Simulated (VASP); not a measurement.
# BaMgAsF (P4/nmm) in VASP: relaxation of cell and atoms with LDA

Aim: the relaxation of cell and atoms of BaMgAsF with LDA.

Program: VASP 6.6.1. These are calculated values, not measurements. Logs are shortened: lines on timing, memory, paths and dates and some standing lists are left out, and cuts for length are marked.

## 1. The cell of the first run

The structure is tetragonal, space group P4/nmm (No. 129). The conventional cell has a = 4.418 Å, b = 4.418 Å, c = 9.687 Å, α = 90.00°, β = 90.00°, γ = 90.00°. Within 3.6 Å of Ba (site symmetry 4mm) lie 4 F at 2.67 Å and 4 As at 3.60 Å. Within 3.6 Å of As (site symmetry 4mm) lie 4 Mg at 2.71 Å and 4 Ba at 3.60 Å. Within 3.6 Å of Mg (site symmetry -4m2) lie 4 As at 2.71 Å and 4 Mg at 3.12 Å. F (site symmetry -4m2) has 4 Ba at 2.67 Å and 4 F at 3.12 Å within 3.5 Å.

## 2. Relaxation of cell and atoms, LDA

Contents of INCAR:

```
ALGO     = Normal         # electronic algorithm
EDIFF    = 1E-6           # SCF threshold, eV
EDIFFG   = -0.005         # ionic threshold
ENCUT    = 600            # plane-wave cutoff, eV
GGA      = CA             # functional
IBRION   = 2              # ionic algorithm
ISIF     = 3              # what is computed and relaxed
ISMEAR   = 0              # smearing method
LASPH    = T              # aspherical terms in the spheres
LCHARG   = F              # write CHGCAR
LREAL    = F              # projectors in reciprocal space
LWAVE    = F              # write WAVECAR
NELM     = 60             # most SCF steps
NSW      = 70             # ionic steps
PREC     = Accurate       # precision mode
SIGMA    = 0.02           # smearing width, eV
```

Contents of KPOINTS:

```
k-points
0
Gamma
  6 6 4
```

Contents of POSCAR:

```
BaMgAsF
1.0
    4.4176333074      0.0000000000      0.0000000000
    0.0000000000      4.4176333074      0.0000000000
    0.0000000000      0.0000000000      9.6873358226
Ba As Mg F
2 2 2 2
Direct
    0.5000000000      0.0000000000      0.1547361974
    0.0000000000      0.5000000000      0.8452638026
    0.5000000000      0.0000000000      0.6613527585
    0.0000000000      0.5000000000      0.3386472415
    0.5000000000      0.5000000000      0.5000000000
    0.0000000000      0.0000000000      0.5000000000
    0.5000000000      0.5000000000      0.0000000000
    0.0000000000      0.0000000000      0.0000000000
```

Potentials or basis: VASP PAW LDA potentials, release 64 (Ba_sv, As, Mg, F).

Started as:

```bash
$ cat potpaw_LDA.64/Ba_sv/POTCAR potpaw_LDA.64/As/POTCAR potpaw_LDA.64/Mg/POTCAR potpaw_LDA.64/F/POTCAR > POTCAR
$ mpirun -np 1 vasp_std > vasp.out
```

OUTCAR:

```text
EDIFF = 1E-6
   EDIFFG = -0.005
   ENCUT = 600
   GGA = CA
   IBRION = 2
   ISIF = 3
   ISMEAR = 0
   LASPH = T
   LREAL = F
   NELM = 60
   NSW = 70
   PREC = Accurate

 ion  position               nearest neighbor table
   1  0.500  0.000  0.155-   7 2.67   8 2.67   7 2.67   8 2.67   4 3.60   4 3.60   4 3.60   4 3.60
                             5 4.01   6 4.01   5 4.01   6 4.01   2 4.33   2 4.33   2 4.33   2 4.33
   2  0.000  0.500  0.845-   7 2.67   8 2.67   8 2.67   7 2.67   3 3.60   3 3.60   3 3.60   3 3.60
                             5 4.01   5 4.01   6 4.01   6 4.01   1 4.33   1 4.33   1 4.33   1 4.33
   3  0.500  0.000  0.661-   5 2.71   6 2.71   5 2.71   6 2.71   2 3.60   2 3.60   2 3.60   2 3.60

   4  0.000  0.500  0.339-   5 2.71   6 2.71   6 2.71   5 2.71   1 3.60   1 3.60   1 3.60   1 3.60

   5  0.500  0.500  0.500-   3 2.71   4 2.71   3 2.71   4 2.71   6 3.12   6 3.12   6 3.12   6 3.12
                             2 4.01   1 4.01   2 4.01   1 4.01
   6  0.000  0.000  0.500-   3 2.71   4 2.71   4 2.71   3 2.71   5 3.12   5 3.12   5 3.12   5 3.12
                             1 4.01   2 4.01   2 4.01   1 4.01
   7  0.500  0.500  0.000-   1 2.67   2 2.67   1 2.67   2 2.67
   8  0.000  0.000  0.000-   1 2.67   2 2.67   2 2.67   1 2.67

  LATTYP: Found a simple tetragonal cell.
 ALAT       =     4.4176333074
 C/A-ratio  =     2.1928791161

  Lattice vectors:

 A1 = (   4.4176333074,   0.0000000000,   0.0000000000)
 A2 = (   0.0000000000,   4.4176333074,   0.0000000000)
 A3 = (   0.0000000000,   0.0000000000,   9.6873358226)

Analysis of symmetry for initial positions (statically):
=====================================================================
 Subroutine PRICEL returns:
 Original cell was already a primitive cell.

 Routine SETGRP: Setting up the symmetry group for a
 simple tetragonal supercell.

 Subroutine GETGRP returns: Found 16 space group operations
 (whereof  8 operations were pure point group operations)
 out of a pool of 16 trial point group operations.

The static configuration has the point symmetry D_2d.
 The point group associated with its full space group is D_4h.

Analysis of symmetry for dynamics (positions and initial velocities):
=====================================================================
 Subroutine PRICEL returns:
 Original cell was already a primitive cell.

 Routine SETGRP: Setting up the symmetry group for a
 simple tetragonal supercell.

 Subroutine GETGRP returns: Found 16 space group operations
 (whereof  8 operations were pure point group operations)
 out of a pool of 16 trial point group operations.

The dynamic configuration has the point symmetry D_2d.
 The point group associated with its full space group is D_4h.

 Subroutine INISYM returns: Found 16 space group operations
 (whereof  8 operations are pure point group operations),
 and found     1 'primitive' translations

----------------------------------------------------------------------------------------

                                     Primitive cell

  volume of cell :     189.0530

  direct lattice vectors                    reciprocal lattice vectors
     4.417633307  0.000000000  0.000000000     0.226365552  0.000000000  0.000000000
     0.000000000  4.417633307  0.000000000     0.000000000  0.226365552  0.000000000
     0.000000000  0.000000000  9.687335823     0.000000000  0.000000000  0.103227556

  length of vectors
     4.417633307  4.417633307  9.687335823     0.226365552  0.226365552  0.103227556

  position of ions in fractional coordinates (direct lattice)
     0.500000000  0.000000000  0.154736197
     0.000000000  0.500000000  0.845263803
     0.500000000  0.000000000  0.661352759
     0.000000000  0.500000000  0.338647241
     0.500000000  0.500000000  0.500000000
     0.000000000  0.000000000  0.500000000
     0.500000000  0.500000000  0.000000000
     0.000000000  0.000000000  0.000000000

  ion indices of the primitive-cell ions
   primitive index   ion index
                 1           1
                 2           2
                 3           3
                 4           4
                 5           5
                 6           6
                 7           7
                 8           8

----------------------------------------------------------------------------------------

 KPOINTS: k-points

Automatic generation of k-mesh.
 Grid dimensions read from file:
 generate k-points for:    6    6    4

 Generating k-lattice:

  Cartesian coordinates                     Fractional coordinates (reciprocal lattice)
     0.037727592  0.000000000  0.000000000     0.166666667  0.000000000  0.000000000
     0.000000000  0.037727592  0.000000000     0.000000000  0.166666667  0.000000000
     0.000000000  0.000000000  0.025806889     0.000000000  0.000000000  0.250000000

  Length of vectors
     0.037727592  0.037727592  0.025806889

  Shift w.r.t. Gamma in fractional coordinates (k-lattice)
     0.000000000  0.000000000  0.000000000

 Subroutine IBZKPT returns following result:
 ===========================================

 Found     30 irreducible k-points:

 Following reciprocal coordinates:
            Coordinates               Weight
  0.000000  0.000000  0.000000      1.000000
  0.166667  0.000000  0.000000      4.000000
  0.333333  0.000000  0.000000      4.000000
  0.500000  0.000000  0.000000      2.000000
  0.166667  0.166667  0.000000      4.000000
  0.333333  0.166667  0.000000      8.000000
[... 16 lines left out ...]
  0.333333  0.000000  0.500000      4.000000
  0.500000  0.000000  0.500000      2.000000
 [... further k-points ...]
   k-points           NKPTS =     30   k-points in BZ     NKDIM =     30   number of bands    NBANDS=     29
   number of dos      NEDOS =    301   number of ions     NIONS =      8
   total plane-waves  NPLWV = 103680
   dimension x,y,z NGX =    36 NGY =   36 NGZ =   80
   dimension x,y,z NGXF=    72 NGYF=   72 NGZF=  160
   ions per type =               2   2   2   2
   NGX,Y,Z   is equivalent  to a cutoff of  13.55, 13.55, 13.73 a.u.
   NGXF,Y,Z  is equivalent  to a cutoff of  27.10, 27.10, 27.46 a.u.
 SYSTEM =  unknown system
   PREC   = accura    normal or accurate (medium, high low for compatibility)
   ISTART =      0    job   : 0-new  1-cont  2-samecut
   ICHARG =      2    charge: 1-file 2-atom 10-const
   ISPIN  =      1    spin polarized calculation?
   LNONCOLLINEAR =      F non collinear calculations
   LSORBIT =      F    spin-orbit coupling
   LASPH  =      T    aspherical Exc in radial PAW
   ENCUT  =  600.0 eV  44.10 Ry    6.64 a.u.   8.82  8.82 19.35*2*pi/ulx,y,z
   NELM   =     60;   NELMIN=  2; NELMDL= -5     # of ELM steps
   EDIFF  = 0.1E-05   stopping-criterion for ELM
   LREAL  =      F    real-space projection
   EDIFFG = -.5E-02   stopping-criterion for IOM
   NSW    =     70    number of steps for IOM
   IBRION =      2    ionic relax: 0-MD 1-quasi-New 2-CG
   NFREE  =      1    steps in history (QN), initial steepest desc. (CG)
   ISIF   =      3    stress and relaxation
   ISYM   =      2    0-nonsym 1-usesym 2-fastsym
   POTIM  = 0.5000    time-step for ionic-motion
   TEBEG  =    0.0;   TEEND  =   0.0 temperature during run
   PSTRESS=    0.0 pullay stress
   NELECT =      48.0000    total number of electrons
   NUPDOWN=      -1.0000    fix difference up-down
   EMIN   =  10.00;   EMAX   =-10.00  energy-range for DOS
   EFERMI =   0.00;   METHOD = LEGACY
   ISMEAR =     0;   SIGMA  =   0.02  broadening in eV -4-tet -1-fermi 0-gaus
   EFERMI_NEDOS =   21; number of points for ismear=-14 and -15
   IALGO  =     38    algorithm
   IMIX   =      4    mixing-type and parameters
     AMIX     =   0.40;   BMIX     =  1.00
     AMIX_MAG =   1.60;   BMIX_MAG =  1.00
  volume/ion in A,a.u.               =      23.63       159.47
  Fermi-wavevector in a.u.,A,eV,Ry     =   1.036639  1.958963 14.621085  1.074619
  Thomas-Fermi vector in A             =   2.171039
   LORBIT       =      0    0 simple, 1 ext, 2 COOP (PROOUT), +10 PAW based schemes
   GGA     = CA    functional components
   LHFCALC =     F    Hartree Fock is set to
   AEXX    =    0.0000 exact exchange contribution
   IVDW    =     0    specifies the selected vdW correction
   LEPSILON=     F    determine dielectric tensor
   LRPA    =     F    only Hartree local field effects (RPA)
 conjugate gradient relaxation of ions
 non-spin polarized calculation
 Gauss-broadening in eV      SIGMA  =   0.02
  energy-cutoff  :      600.00
  volume of cell :      189.05
 maximum number of plane-waves:      6368
 NGX is ok and might be reduce to    36
   NGX = 17   NGY = 17   NGZ = 39

--------------------------------------- Ionic step        1  -------------------------------------------

 number of electron      47.9999973 magnetization

 Free energy of the ion-electron system (eV)
  ---------------------------------------------------
  ext. energy  EPLUGINS =         0.00000000
  ---------------------------------------------------
  free energy    TOTEN  =       -40.30237640 eV

  energy without entropy =      -40.30237640  energy(sigma->0) =      -40.30237640

------------------------ aborting loop because EDIFF is reached ----------------------------------------

  FORCE on cell =-STRESS in cart. coord.  units (eV):
  Direction    XX          YY          ZZ          XY          YZ          ZX
  --------------------------------------------------------------------------------------
  -------------------------------------------------------------------------------------
  Total       -4.5007657     -4.5007657     -4.3047560      0.0000000      0.0000000      0.0000000
  in kB      -38.1428648    -38.1428648    -36.4817314      0.0000000      0.0000000      0.0000000
  external PRESSURE =     -37.5891537 kB  Pullay stress =       0.0000000 kB
[... 107 lines left out ...]
  FREE ENERGIE OF THE ION-ELECTRON SYSTEM (eV)
  ---------------------------------------------------
  free  energy   TOTEN  =       -40.4595819844 eV

  energy  without entropy=      -40.4595819844  energy(sigma->0) =      -40.45958198

 E-fermi :   2.6872     XC(G=0):  -9.5954

 val. band max:        2.5886376940   @ k =   0.0000   0.0000   0.0000
 cond. band min:       4.0302474972   @ k =   0.0000   0.0000   0.0000
 fundamental gap:      1.4416098033
 Fermi energy:         2.6871558194

 k-point     1 :       0.0000    0.0000    0.0000
  band No.  band energies     occupation
      1     -24.5157      2.00000
      2     -24.2743      2.00000
      3     -20.4769      2.00000
      4     -20.4599      2.00000
      5      -9.7317      2.00000
      6      -9.7317      2.00000
[... 757 lines left out ...]
     28       5.8529      0.00000
     29       6.6865      0.00000

 [... further k-points ...]

[... ionic steps 4 to 7 ...]

--------------------------------------- Ionic step        8  -------------------------------------------

 number of electron      47.9999998 magnetization

------------------------ aborting loop because EDIFF is reached ----------------------------------------
[... 79 lines left out ...]
--------------------------------------- Ionic step       10  -------------------------------------------

 number of electron      47.9999998 magnetization

 Free energy of the ion-electron system (eV)
  ---------------------------------------------------
  ext. energy  EPLUGINS =         0.00000000
  ---------------------------------------------------
  free energy    TOTEN  =       -40.47065241 eV

  energy without entropy =      -40.47065241  energy(sigma->0) =      -40.47065241

 E-fermi :   2.7161     XC(G=0):  -9.6265

 val. band max:        2.5933920723   @ k =   0.0000   0.0000   0.0000
 cond. band min:       4.0528496862   @ k =   0.0000   0.0000   0.0000
 fundamental gap:      1.4594576139
 Fermi energy:         2.7161151477

 k-point     1 :       0.0000    0.0000    0.0000
  band No.  band energies     occupation
      1     -24.4400      2.00000
      2     -24.1986      2.00000
      3     -20.3900      2.00000
      4     -20.3765      2.00000
      5      -9.6639      2.00000
      6      -9.6639      2.00000
[... 794 lines left out ...]
  FREE ENERGIE OF THE ION-ELECTRON SYSTEM (eV)
  ---------------------------------------------------
  free  energy   TOTEN  =       -40.4706524144 eV

  energy  without entropy=      -40.4706524144  energy(sigma->0) =      -40.47065241

 reached required accuracy - stopping structural energy minimisation
```

Run time: 28 min. Hardware: 1 thread of Intel Xeon 8259CL, shared host; peak memory 0.42 GiB.

Results:

```
Free energy                           : -40.4707 eV
Relaxed volume                        : 21.89 Å³/atom
Relaxed cell                          : a = 4.325 Å, b = 4.325 Å, c = 9.359 Å, α = 90.00°, β = 90.00°, γ = 90.00°
Space group after relaxing (to 0.1 Å) : P4/nmm (No. 129)
Energy gained by relaxing             : 21.0 meV/atom
Ionic steps                           : 10
Pressure after relaxing               : 0.0 GPa
Largest force after relaxing          : 0.004 eV/Å
Band gap on the k mesh                : 1.46 eV
```

Forces on the atoms (eV/Å):
```
Ba   0.000  0.000  0.004
Ba   0.000  0.000 -0.004
As   0.000  0.000 -0.002
As   0.000  0.000  0.002
Mg   0.000  0.000  0.000
Mg   0.000  0.000  0.000
F    0.000  0.000  0.000
F    0.000  0.000  0.000
```

Step by step:
```csv
step,energy change (eV),largest force (eV/Å),pressure (GPa),volume (Å³)
1,0.0000,0.2265,-3.76,189.05
2,-0.1502,0.2624,0.83,174.29
3,-0.1572,0.1822,-0.07,176.69
4,-0.1629,0.1289,-0.05,176.16
5,-0.1674,0.0634,0.03,174.97
6,-0.1675,0.0449,0.01,175.10
7,-0.1679,0.0296,0.00,175.13
8,-0.1683,0.0054,-0.04,175.19
9,-0.1683,0.0097,0.05,174.96
10,-0.1683,0.0037,0.00,175.10
```

Final structure:
```
Ba As Mg F
1.0
     4.32543    0.00000    0.00000
     0.00000    4.32543    0.00000
     0.00000    0.00000    9.35910
Ba As Mg F
2 2 2 2
Direct
  0.50000 0.00000 0.15546
  0.00000 0.50000 0.84454
  0.50000 0.00000 0.66400
  0.00000 0.50000 0.33600
  0.50000 0.50000 0.50000
  0.00000 0.00000 0.50000
  0.50000 0.50000 0.00000
  0.00000 0.00000 0.00000
```

Caveat: spin-orbit coupling is left out, which moves the levels of the heavy elements. A k mesh can miss the band edges.
